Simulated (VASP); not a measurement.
Input of a VASP 6.6.1 run:

POSCAR

```
ZnS
1.0
    3.6913627360      0.0000000000      0.0000000000
   -1.8456813680      3.1968139039      0.0000000000
    0.0000000000      0.0000000000     24.1466043899
Zn S
8 8
Direct
    0.0000000000      0.0000000000      0.0000530999
    0.0000000000      0.0000000000      0.5000530999
    0.3333333333      0.6666666667      0.1249400015
    0.6666666667      0.3333333333      0.6249400015
    0.3333333333      0.6666666667      0.3751882124
    0.6666666667      0.3333333333      0.8751882124
    0.3333333333      0.6666666667      0.7500459375
    0.6666666667      0.3333333333      0.2500459375
    0.0000000000      0.0000000000      0.0937083209
    0.0000000000      0.0000000000      0.5937083209
    0.3333333333      0.6666666667      0.2185863620
    0.6666666667      0.3333333333      0.7185863620
    0.3333333333      0.6666666667      0.4688138518
    0.6666666667      0.3333333333      0.9688138518
    0.3333333333      0.6666666667      0.8438642139
    0.6666666667      0.3333333333      0.3438642139
```

INCAR.step1

```
SYSTEM = ZnS
PREC     = Accurate       ! precision mode
ENCUT    = 600            ! plane-wave cutoff, eV
ISMEAR   = 0              ! smearing method
SIGMA    = 0.02           ! smearing width, eV
LREAL    = Auto         
LASPH    = .True.         ! aspherical terms in the spheres
NELM     = 100            ! most SCF steps
GGA      = PE             ! functional
ALGO     = Normal         ! electronic algorithm
EDIFF    = 1E-4           ! SCF threshold, eV
LWAVE    = .True.         ! write WAVECAR
LCHARG   = .False.        ! write CHGCAR
```

File INCAR.step2:

```
SYSTEM = ZnS
PREC     = Accurate       ! precision mode
ENCUT    = 600            ! plane-wave cutoff, eV
EDIFF    = 1E-7           ! SCF threshold, eV
ISMEAR   = 0              ! smearing method
SIGMA    = 0.02           ! smearing width, eV
LREAL    = Auto         
LASPH    = .True.         ! aspherical terms in the spheres
NELM     = 100            ! most SCF steps
ALGO     = Normal         ! electronic algorithm
ISIF     = 4              ! what is computed and relaxed
LWAVE    = .False.        ! write WAVECAR
LCHARG   = .False.        ! write CHGCAR
METAGGA  = R2SCAN         ! meta-GGA
LMIXTAU  = .True.       
IBRION   = 2              ! ionic algorithm
NSW      = 50             ! ionic steps
EDIFFG   = -0.01          ! ionic threshold
ISTART   = 1
```

KPOINTS

```
regular mesh
0
Gamma
  6 6 1
  0 0 0
```

Potentials or basis: VASP PAW PBE potentials, release 64 (Zn, S).

The run is started by

```console
$ cat potpaw_PBE.64/Zn/POTCAR potpaw_PBE.64/S/POTCAR > POTCAR
$ cp INCAR.step1 INCAR
$ mpirun -np 1 vasp_std > vasp.out
$ cp INCAR.step2 INCAR
$ mpirun -np 1 vasp_std > vasp.out
```

(1) Predict the band gap on the k mesh.

Results:

(1) 3.19 eV.
